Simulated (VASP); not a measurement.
# Mg (P6_3/mmc) in VASP: notebook

The runs below take Mg through single point, with PBEsol.

Everything below comes from runs of VASP 6.6.1. Logs are shortened: lines on timing, memory, paths and dates and some standing lists are left out, and cuts for length are marked.

### Step 1. The cell of the first run

It takes space group P6_3/mmc (No. 194, hexagonal). The conventional cell has a = 2.953 Å, b = 2.953 Å, c = 4.794 Å, α = 90.00°, β = 90.00°, γ = 120.00°. Within 3.9 Å of Mg (site symmetry -6m2) lie 12 Mg at 2.94 to 2.95 Å.

### Step 2. Single point, PBEsol (strain -0.080 along x and y, -0.080 along z)

Contents of INCAR:

```
SYSTEM = Mg
  PREC = Accurate
  ENCUT = 520
  EDIFF = 1E-6
  ISMEAR = 0
  SIGMA = 0.15
  LREAL = .FALSE.
  LASPH = .TRUE.
  NELM = 80
  ALGO = Normal
  ISIF = 2
  LWAVE = .FALSE.
  LCHARG = .FALSE.
  GGA = PS
  NBANDS = 9
```

Contents of KPOINTS:

```
Automatic mesh
0
G
  18 18 10
  0 0 0
```

Contents of POSCAR:

```
Mg
1.0
    2.9525298099      0.0000000000      0.0000000000
   -1.4762649049      2.5569658208      0.0000000000
    0.0000000000      0.0000000000      4.7935036000
Mg
2
Direct
    0.3333333333      0.6666666667      0.2500000000
    0.6666666667      0.3333333333      0.7500000000
```

Potentials or basis: VASP PAW PBE potentials, release 64 (Mg).

On the command line:

```
cat potpaw_PBE.64/Mg/POTCAR > POTCAR
mpirun -np 1 vasp_std > vasp.out
```

OUTCAR:

```text
SYSTEM = Mg
   PREC = Accurate
   ENCUT = 520
   EDIFF = 1E-6
   ISMEAR = 0
   LREAL = .FALSE.
   LASPH = .TRUE.
   NELM = 80
   ISIF = 2
   GGA = PS

 ion  position               nearest neighbor table
   1  0.333  0.667  0.250-   2 2.94   2 2.94   2 2.94   2 2.94   2 2.94   2 2.94
   2  0.667  0.333  0.750-   1 2.94   1 2.94   1 2.94   1 2.94   1 2.94   1 2.94

  LATTYP: Found a hexagonal cell.
 ALAT       =     2.9525298099
 C/A-ratio  =     1.6235242008

  Lattice vectors:

 A1 = (   2.9525298099,   0.0000000000,   0.0000000000)
 A2 = (  -1.4762649049,   2.5569658208,   0.0000000000)
 A3 = (   0.0000000000,   0.0000000000,   4.7935036000)

Analysis of symmetry for initial positions (statically):
=====================================================================
 Subroutine PRICEL returns:
 Original cell was already a primitive cell.

 Routine SETGRP: Setting up the symmetry group for a
 hexagonal supercell.

 Subroutine GETGRP returns: Found 24 space group operations
 (whereof 12 operations were pure point group operations)
 out of a pool of 24 trial point group operations.

The static configuration has the point symmetry D_3d.
 The point group associated with its full space group is D_6h.

Analysis of symmetry for dynamics (positions and initial velocities):
=====================================================================
 Subroutine PRICEL returns:
 Original cell was already a primitive cell.

 Routine SETGRP: Setting up the symmetry group for a
 hexagonal supercell.

 Subroutine GETGRP returns: Found 24 space group operations
 (whereof 12 operations were pure point group operations)
 out of a pool of 24 trial point group operations.

The dynamic configuration has the point symmetry D_3d.
 The point group associated with its full space group is D_6h.

 Subroutine INISYM returns: Found 24 space group operations
 (whereof 12 operations are pure point group operations),
 and found     1 'primitive' translations

----------------------------------------------------------------------------------------

                                     Primitive cell

  volume of cell :      36.1886

  direct lattice vectors                    reciprocal lattice vectors
     2.952529810  0.000000000  0.000000000     0.338692601  0.195544264  0.000000000
    -1.476264905  2.556965821  0.000000000     0.000000000  0.391088528  0.000000000
     0.000000000  0.000000000  4.793503600     0.000000000  0.000000000  0.208615677

  length of vectors
     2.952529810  2.952529810  4.793503600     0.391088528  0.391088528  0.208615677

  position of ions in fractional coordinates (direct lattice)
     0.333333333  0.666666667  0.250000000
     0.666666667  0.333333333  0.750000000

  ion indices of the primitive-cell ions
   primitive index   ion index
                 1           1
                 2           2

----------------------------------------------------------------------------------------

 KPOINTS: Automatic mesh

Automatic generation of k-mesh.
 Grid dimensions read from file:
 generate k-points for:   18   18   10

 Generating k-lattice:

  Cartesian coordinates                     Fractional coordinates (reciprocal lattice)
     0.018816256  0.010863570  0.000000000     0.055555556  0.000000000  0.000000000
     0.000000000  0.021727140  0.000000000     0.000000000  0.055555556  0.000000000
     0.000000000  0.000000000  0.020861568     0.000000000  0.000000000  0.100000000

  Length of vectors
     0.021727140  0.021727140  0.020861568

  Shift w.r.t. Gamma in fractional coordinates (k-lattice)
     0.000000000  0.000000000  0.000000000

 Subroutine IBZKPT returns following result:
 ===========================================

 Found    222 irreducible k-points:

 Following reciprocal coordinates:
            Coordinates               Weight
  0.000000  0.000000  0.000000      1.000000
  0.055556  0.000000  0.000000      6.000000
  0.111111  0.000000  0.000000      6.000000
  0.166667  0.000000  0.000000      6.000000
  0.222222  0.000000  0.000000      6.000000
  0.277778  0.000000  0.000000      6.000000
[... 16 lines left out ...]
  0.333333  0.111111  0.000000     12.000000
  0.388889  0.111111  0.000000     12.000000
 [... further k-points ...]
   k-points           NKPTS =    222   k-points in BZ     NKDIM =    222   number of bands    NBANDS=      9
   number of dos      NEDOS =    301   number of ions     NIONS =      2
   total plane-waves  NPLWV =  20736
   dimension x,y,z NGX =    24 NGY =   24 NGZ =   36
   dimension x,y,z NGXF=    48 NGYF=   48 NGZF=   72
   ions per type =               2
   NGX,Y,Z   is equivalent  to a cutoff of  13.51, 13.51, 12.49 a.u.
   NGXF,Y,Z  is equivalent  to a cutoff of  27.03, 27.03, 24.97 a.u.
 SYSTEM =  Mg
   PREC   = accura    normal or accurate (medium, high low for compatibility)
   ISTART =      0    job   : 0-new  1-cont  2-samecut
   ICHARG =      2    charge: 1-file 2-atom 10-const
[... 31 lines left out ...]
   GGA     = PS    functional components
   LHFCALC =     F    Hartree Fock is set to
   AEXX    =    0.0000 exact exchange contribution
   IVDW    =     0    specifies the selected vdW correction
   LEPSILON=     F    determine dielectric tensor
   LRPA    =     F    only Hartree local field effects (RPA)
 non-spin polarized calculation
 Gauss-broadening in eV      SIGMA  =   0.15
  energy-cutoff  :      520.00
  volume of cell :       36.19
 maximum number of plane-waves:      1008
 NGX is ok and might be reduce to    24
   NGX = 11   NGY = 11   NGZ = 17

 number of electron       4.0000000 magnetization

 Free energy of the ion-electron system (eV)
  ---------------------------------------------------
  ext. energy  EPLUGINS =         0.00000000
  ---------------------------------------------------
  free energy    TOTEN  =        -3.16170016 eV

  energy without entropy =       -3.15443124  energy(sigma->0) =       -3.15806570

 E-fermi :   3.9471     XC(G=0):  -9.3159

 val. band max:        3.9342781176   @ k =   0.3889   0.0000   0.0000
 cond. band min:       3.9477907050   @ k =   0.1667   0.1111   0.0000
 fundamental gap:      0.0135125874
 Fermi energy:         3.9471137201

 k-point     1 :       0.0000    0.0000    0.0000
  band No.  band energies     occupation
      1      -4.0637      2.00000
      2       1.8721      2.00000
      3       2.7237      2.00000
      4      16.3185      0.00000
      5      16.3185      0.00000
      6      16.9570      0.00000
      7      16.9570      0.00000
      8      17.2238      0.00000
      9      19.7258      0.00000

 k-point     2 :       0.0556    0.0000    0.0000
  band No.  band energies     occupation
      1      -3.9923      2.00000
      2       1.9351      2.00000
      3       2.7914      2.00000
      4      14.8603      0.00000
      5      15.6657      0.00000
      6      16.5055      0.00000
      7      17.6776      0.00000
      8      18.0167      0.00000
      9      19.9822      0.00000

 k-point     3 :       0.1111    0.0000    0.0000
  band No.  band energies     occupation
      1      -3.7787      2.00000
      2       2.1240      2.00000
      3       2.9927      2.00000
      4      12.9439      0.00000
      5      14.8669      0.00000
      6      15.5340      0.00000
      7      18.1542      0.00000
      8      18.3877      0.00000
      9      18.6152      0.00000

 k-point     4 :       0.1667    0.0000    0.0000
  band No.  band energies     occupation
      1      -3.4240      2.00000
      2       2.4393      2.00000
      3       3.3214      2.00000
      4      11.0589      0.00000
      5      14.1577      0.00000
      6      14.4840      0.00000
      7      16.2531      0.00000
      8      18.0315      0.00000
      9      18.9247      0.00000
[... 205 lines left out ...]
 k-point    22 :       0.2778    0.1111    0.0000
  band No.  band energies     occupation
      1      -1.3313      2.00000
      2       4.3404      0.00021
      3       4.7787      0.00000
      4       6.5265      0.00000
      5       9.5137      0.00000
      6      11.2671      0.00000
      7      13.0596      0.00000
      8      14.7529      0.00000
      9      16.5722      0.00000

 k-point    23 :       0.3333    0.1111    0.0000
  band No.  band energies     occupation
      1      -0.4438      2.00000
      2       4.1213      0.10044
      3       5.1687      0.00000
      4       6.4586      0.00000
      5       9.0369      0.00000
      6       9.7885      0.00000
      7      12.0155      0.00000
      8      14.4192      0.00000
      9      16.3298      0.00000

 k-point    24 :       0.3889    0.1111    0.0000
  band No.  band energies     occupation
      1       0.5634      2.00000
      2       2.9102      2.00000
      3       6.1271      0.00000
      4       7.0795      0.00000
      5       8.4378      0.00000
      6       8.5501      0.00000
      7      11.2654      0.00000
      8      14.2197      0.00000
      9      16.1781      0.00000

 [... further k-points ...]

------------------------ aborting loop because EDIFF is reached ----------------------------------------

  FORCE on cell =-STRESS in cart. coord.  units (eV):
  Direction    XX          YY          ZZ          XY          YZ          ZX
  --------------------------------------------------------------------------------------
  -------------------------------------------------------------------------------------
  Total        2.8964646      2.8964646      2.7844557      0.0000000      0.0000000      0.0000000
  in kB      128.2349882    128.2349882    123.2760267      0.0000000      0.0000000      0.0000000
  external PRESSURE =     126.5820010 kB  Pullay stress =       0.0000000 kB

 VOLUME and BASIS-vectors are now :
 -----------------------------------------------------------------------------
  energy-cutoff  :      520.00
  volume of cell :       36.19
      direct lattice vectors                 reciprocal lattice vectors
     2.952529810  0.000000000  0.000000000     0.338692601  0.195544264  0.000000000
    -1.476264905  2.556965821  0.000000000     0.000000000  0.391088528  0.000000000
     0.000000000  0.000000000  4.793503600     0.000000000  0.000000000  0.208615677

 POSITION                                       TOTAL-FORCE (eV/Angst)
 -----------------------------------------------------------------------------------
     -0.00000      1.70464      1.19838         0.000000      0.000000      0.000000
      1.47626      0.85232      3.59513        -0.000000     -0.000000      0.000000
 -----------------------------------------------------------------------------------
    total drift:                                0.000000     -0.000000      0.000000

  FREE ENERGIE OF THE ION-ELECTRON SYSTEM (eV)
  ---------------------------------------------------
  free  energy   TOTEN  =        -3.1617001604 eV

  energy  without entropy=       -3.1544312439  energy(sigma->0) =       -3.15806570
```

It took 26 s on 1 thread of AMD EPYC 9R45 (Zen 5), shared host; peak memory 0.17 GiB.

Results:

| Item | Value |
| --- | --- |
| Free energy | -3.1617 eV |
| Pressure | 12.7 GPa |
| Band gap on the k mesh | zero (bands 2 and 3 overlap by 2.19 eV) |

Caveat: the cell differs from its parent crystal (strain -0.080 along x and y, -0.080 along z); the cell stands under pressure; the PAW data sets were made with another functional, which shifts forces and pressure a little.

### Step 3. Single point, PBEsol (strain -0.080 along x and y, -0.040 along z)

Contents of INCAR:

```
SYSTEM = Mg
  PREC = Accurate
  ENCUT = 520
  EDIFF = 1E-7
  ISMEAR = 0
  SIGMA = 0.15
  LREAL = .False.
  LASPH = .True.
  NELM = 100
  ALGO = Normal
  ISIF = 2
  LWAVE = .False.
  LCHARG = .False.
  GGA = PS
  NBANDS = 9
```

Contents of KPOINTS:

```
Automatic mesh
0
Gamma
  18 18 10
  0 0 0
```

POSCAR, as its differences from that of step 2:

```diff
@@ -4,3 +4,3 @@
    -1.4762649049      2.5569658208      0.0000000000
-    0.0000000000      0.0000000000      4.7935036000
+    0.0000000000      0.0000000000      5.0019168000
 Mg
```

Potentials or basis: VASP PAW PBE potentials, release 64 (Mg).

On the command line:

```
cat potpaw_PBE.64/Mg/POTCAR > POTCAR
mpirun -np 1 vasp_std > vasp.out
```

Run time: 28 s. Hardware: 1 thread of AMD EPYC 9R45 (Zen 5), shared host; peak memory 0.18 GiB.

Results (log left out):

```yaml
Free_energy: -3.2540 eV
Pressure: 9.5 GPa
Band_gap_on_the_k_mesh: zero (bands 2 and 3 overlap by 2.51 eV)
```

Stress tensor (GPa, compression positive):
```
10.97  0.00  0.00
 0.00 10.97  0.00
 0.00  0.00  6.61
```

Levels at points of the mesh, in eV from the Fermi level:
```
           k point  band 1  band 2  band 3  band 4  band 5
(0.00, 0.00, 0.00)   -7.79   -2.24   -1.62   12.57   12.62
(0.50, 0.00, 0.00)   -2.35   -2.11    2.92    3.00    3.60
(0.00, 0.00, 0.50)   -6.30   -6.30    4.96    4.96   13.34
(0.50, 0.00, 0.50)   -1.24   -1.24   -0.29   -0.29    8.61
```

Caveat: the cell differs from its parent crystal (strain -0.080 along x and y, -0.040 along z); the cell stands under pressure; the PAW data sets were made with another functional, which shifts forces and pressure a little.

### Step 4. Single point, PBEsol (strain -0.080 along x and y, +0.000 along z)

Contents of INCAR:

```
ALGO     = Normal         # electronic algorithm
EDIFF    = 1E-6           # SCF threshold, eV
ENCUT    = 520            # plane-wave cutoff, eV
GGA      = PS             # functional
ISIF     = 2              # what is computed and relaxed
ISMEAR   = 0              # smearing method
LASPH    = T              # aspherical terms in the spheres
LCHARG   = F              # write CHGCAR
LREAL    = F              # projectors in reciprocal space
LWAVE    = F              # write WAVECAR
NBANDS   = 9              # bands
NELM     = 80             # most SCF steps
PREC     = Accurate       # precision mode
SIGMA    = 0.15           # smearing width, eV
```

Contents of KPOINTS:

```
k-points
0
Gamma
  18 18 10
```

POSCAR, as its differences from that of step 3:

```diff
@@ -4,3 +4,3 @@
    -1.4762649049      2.5569658208      0.0000000000
-    0.0000000000      0.0000000000      5.0019168000
+    0.0000000000      0.0000000000      5.2103300000
 Mg
```

On the command line:

```
cat potpaw_PBE.64/Mg/POTCAR > POTCAR
mpirun -np 1 vasp_std > vasp.out
```

It took 30 s on 1 thread of AMD EPYC 9R45 (Zen 5), shared host; peak memory 0.18 GiB.

It converged, with:

| Item | Value |
| --- | --- |
| Free energy | -3.2973 eV |
| Pressure | 7.1 GPa |
| Band gap on the k mesh | zero (bands 2 and 3 overlap by 2.97 eV) |

Stress tensor (GPa, compression positive):
```
9.48 0.00 0.00
0.00 9.48 0.00
0.00 0.00 2.37
```

Levels at points of the mesh, in eV from the Fermi level:
```
           k point  band 1  band 2  band 3  band 4  band 5
(0.00, 0.00, 0.00)   -7.60   -2.38   -2.01   11.68   12.83
(0.50, 0.00, 0.00)   -2.17   -1.92    2.82    2.93    3.19
(0.00, 0.00, 0.50)   -6.22   -6.22    4.22    4.22   13.49
(0.50, 0.00, 0.50)   -1.15   -1.15   -0.21   -0.21    8.33
```

Caveat: the cell differs from its parent crystal (strain -0.080 along x and y, +0.000 along z); the cell stands under pressure; the PAW data sets were made with another functional, which shifts forces and pressure a little.

### Step 5. Single point, PBEsol (strain -0.040 along x and y, -0.080 along z)

Contents of INCAR:

```
  PREC = Accurate
  ENCUT = 520
  EDIFF = 1E-6
  ISMEAR = 0
  SIGMA = 0.15
  LREAL = False
  LASPH = True
  NELM = 100
  ALGO = Normal
  ISIF = 2
  LWAVE = False
  LCHARG = True
  GGA = PS
  LELF = True
  LVHAR = True
  NBANDS = 9
```

Contents of KPOINTS:

```
regular mesh
0
Gamma
  18 18 10
```

Contents of POSCAR:

```
Mg
1.0
    3.0809006712      0.0000000000      0.0000000000
   -1.5404503356      2.6681382478      0.0000000000
    0.0000000000      0.0000000000      4.7935036000
Mg
2
Direct
    0.3333333333      0.6666666667      0.2500000000
    0.6666666667      0.3333333333      0.7500000000
```

On the command line:

```
cat potpaw_PBE.64/Mg/POTCAR > POTCAR
mpirun -np 1 vasp_std > vasp.out
```

Wall time 35 s (1 thread of AMD EPYC 9R45 (Zen 5), shared host); peak memory 0.17 GiB.

It converged, with:

```
Free energy            : -3.3415 eV
Pressure               : 6.6 GPa
Band gap on the k mesh : zero (bands 2 and 3 overlap by 1.96 eV)
```

Stress tensor (GPa, compression positive):
```
5.59 0.00 0.00
0.00 5.59 0.00
0.00 0.00 8.61
```

Levels at points of the mesh, in eV from the Fermi level:
```tsv
k point	band 1	band 2	band 3	band 4	band 5	band 6	band 7
(0.00, 0.00, 0.00)	-7.63	-1.68	-0.83	11.33	11.33	11.68	11.68
(0.50, 0.00, 0.00)	-2.55	-2.44	2.98	3.18	4.04	4.19	7.23
(0.00, 0.00, 0.50)	-6.00	-6.00	6.20	6.20	12.14	12.14	12.14
(0.50, 0.00, 0.50)	-1.33	-1.33	-0.49	-0.49	8.55	8.55	8.56
```

Caveat: the cell differs from its parent crystal (strain -0.040 along x and y, -0.080 along z); the cell stands under pressure; the PAW data sets were made with another functional, which shifts forces and pressure a little.

### Step 6. Single point, PBEsol (strain -0.080 along x and y, +0.040 along z)

Contents of INCAR:

```
SYSTEM = Mg
PREC = Accurate
ENCUT = 520
EDIFF = 1E-7
ISMEAR = 0
SIGMA = 0.15
LREAL = .False.
LASPH = .True.
NELM = 80
ALGO = Normal
ISIF = 2
LWAVE = .False.
LCHARG = .False.
GGA = PS
NBANDS = 9
```

Contents of KPOINTS:

```
regular mesh
0
Gamma
  18 18 10
  0 0 0
```

Contents of POSCAR:

```
Mg
1.0
    2.9525298099      0.0000000000      0.0000000000
   -1.4762649049      2.5569658208      0.0000000000
    0.0000000000      0.0000000000      5.4187432000
Mg
2
Direct
    0.3333333333      0.6666666667      0.2500000000
    0.6666666667      0.3333333333      0.7500000000
```

Potentials or basis: VASP PAW PBE potentials, release 64 (Mg).

On the command line:

```
cat potpaw_PBE.64/Mg/POTCAR > POTCAR
mpirun -np 1 vasp_std > vasp.out
```

Wall time 39 s (1 thread of AMD EPYC 9R45 (Zen 5), shared host); peak memory 0.18 GiB.

It converged, with:

* Free energy: -3.3061 eV
* Pressure: 5.3 GPa
* Band gap on the k mesh: zero (bands 2 and 3 overlap by 3.36 eV)

Stress tensor (GPa, compression positive):
```
 8.05  0.00  0.00
 0.00  8.05  0.00
 0.00  0.00 -0.28
```

Levels at points of the mesh, in eV from the Fermi level:
| k point | band 1 | band 2 | band 3 | band 4 | band 5 | band 6 |
| --- | --- | --- | --- | --- | --- | --- |
| (0.00, 0.00, 0.00) | -7.42 | -2.47 | -2.36 | 10.77 | 12.17 | 13.02 |
| (0.50, 0.00, 0.00) | -1.99 | -1.74 | 2.76 | 2.84 | 2.89 | 3.55 |
| (0.00, 0.00, 0.50) | -6.15 | -6.15 | 3.55 | 3.55 | 13.63 | 13.63 |
| (0.50, 0.00, 0.50) | -1.05 | -1.05 | -0.13 | -0.13 | 8.03 | 8.03 |

Caveat: the cell differs from its parent crystal (strain -0.080 along x and y, +0.040 along z); the cell stands under pressure; the PAW data sets were made with another functional, which shifts forces and pressure a little.

### Step 7. The runs side by side

| cell | gap on the mesh (eV) | pressure (GPa) |
| --- | --- | --- |
| a = 2.953, b = 2.953, c = 4.794 Å, angles 90.0, 90.0, 120.0°, 2 atoms | none | 12.7 |
| a = 2.953, b = 2.953, c = 5.002 Å, angles 90.0, 90.0, 120.0°, 2 atoms | none | 9.5 |
| a = 2.953, b = 2.953, c = 5.210 Å, angles 90.0, 90.0, 120.0°, 2 atoms | none | 7.1 |
| a = 3.081, b = 3.081, c = 4.794 Å, angles 90.0, 90.0, 120.0°, 2 atoms | none | 6.6 |
| a = 2.953, b = 2.953, c = 5.419 Å, angles 90.0, 90.0, 120.0°, 2 atoms | none | 5.3 |

Alike in all rows: task single point; level PBEsol; potentials or basis VASP PAW PBE potentials, release 64 (Mg); no spin polarisation; k mesh 18 × 18 × 10; cutoff (eV) 520; smearing gaussian 0.15 eV.

Caveats: the cell stands under pressure; the PAW data sets were made with another functional, which shifts forces and pressure a little.

Absolute energies hang on the potentials; compare differences alone.
